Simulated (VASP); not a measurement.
A run of VASP 6.6.1:

File INCAR:

```
PREC = Accurate
ENCUT = 520
EDIFF = 1E-6
ISMEAR = 0
SIGMA = 0.026000000000000002
LREAL = False
LASPH = True
NELM = 60
ALGO = Normal
ISIF = 2
LWAVE = False
LCHARG = False
GGA = PE
NBANDS = 11
```

The input KPOINTS:

```
Automatic mesh
0
Gamma
  9 9 9
```

Contents of POSCAR:

```
MgS
1.0
    0.0000000000      2.6016500000      2.6016500000
    2.6016500000      0.0000000000      2.6016500000
    2.6016500000      2.6016500000      0.0000000000
S Mg
1 1
Direct
    0.5000000000      0.5000000000      0.5000000000
    0.0000000000      0.0000000000      0.0000000000
```

Potentials or basis: VASP PAW PBE potentials, release 64 (S, Mg).

Run with:

```sh
$ cat potpaw_PBE.64/S/POTCAR potpaw_PBE.64/Mg/POTCAR > POTCAR
$ mpirun -np 1 vasp_std > vasp.out
```

Hardware: 1 thread of AMD EPYC 7R13, on a shared host.

Task: How long does it take, and how much memory?

Result: It took 20 s on 1 thread of AMD EPYC 7R13 (shared host), peak memory 0.13 GiB. Counts: scf iterations 12, k points 35.
